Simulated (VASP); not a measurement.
HfO2: single point with r2SCAN

Crystal: HfO2.

```
CELL_PARAMETERS angstrom
4.93497 0.00000 0.00000
0.00000 4.93497 0.00000
0.00000 0.00000 3.18264
ATOMIC_POSITIONS crystal
Hf 0.00000 0.00000 0.00000
Hf 0.50000 0.50000 0.50000
O 0.19520 0.80480 0.50000
O 0.30480 0.30480 0.00000
O 0.69520 0.69520 0.00000
O 0.80480 0.19520 0.50000
```

```
Program                : VASP 6.6.1
Task                   : single point
Functional             : r2SCAN
Potentials or basis    : VASP PAW PBE potentials, release 64 (Hf_pv, O)
Cutoff                 : 520 eV
k mesh                 : 6 × 6 × 8
Occupations            : gaussian, width 0.02 eV
Spin                   : no spin polarisation
Dipole correction      : no
Further INCAR settings : ALGO = Normal; EDIFF = 1e-06; NBANDS = 31
```

```
Pressure               : -7.9 GPa
Largest force          : 0.072 eV/Å
Band gap on the k mesh : 4.33 eV
```

Forces in eV/Å, atoms in the order of the input:
```
Hf   0.000  0.000  0.000
Hf   0.000  0.000  0.000
O   -0.051  0.051  0.000
O    0.051  0.051  0.000
O   -0.051 -0.051  0.000
O    0.051 -0.051  0.000
```

Stress tensor (GPa, compression positive):
```
-10.08   0.00   0.00
  0.00 -10.08   0.00
  0.00   0.00  -3.55
```

Levels at points of the mesh, in eV from the valence-band top:
```
           k point  band 18  band 19  band 20  band 21  band 22  band 23  band 24  band 25  band 26  band 27
(0.00, 0.00, 0.00)    -1.55    -0.72    -0.55    -0.55     0.00     4.33     4.60     5.63     6.07     6.07
(0.50, 0.00, 0.00)    -2.73    -1.35    -1.35    -0.64    -0.64     5.00     5.00     6.61     6.61     6.86
(0.50, 0.50, 0.00)    -1.74    -1.10    -1.10    -0.95    -0.95     4.52     4.52     6.12     6.12     7.03
(0.00, 0.00, 0.50)    -2.30    -1.91    -1.91    -1.02    -1.02     5.89     5.89     6.32     6.32     6.84
(0.50, 0.00, 0.50)    -1.79    -1.74    -1.74    -0.91    -0.91     4.59     4.59     6.85     6.85     7.27
(0.50, 0.50, 0.50)    -2.28    -1.04    -1.04    -0.55    -0.55     5.50     5.50     6.09     6.09     7.14
```

It took 2.9 min on 1 thread of Intel(R) Xeon(R) 6975P-C (Granite Rapids), on a shared host, peak memory 0.25 GiB.

Caveat: the cell stands under tension; the PAW data sets were made with another functional, which shifts forces and pressure a little; spin-orbit coupling is left out, which moves the levels of the heavy elements. A k mesh can miss the band edges.
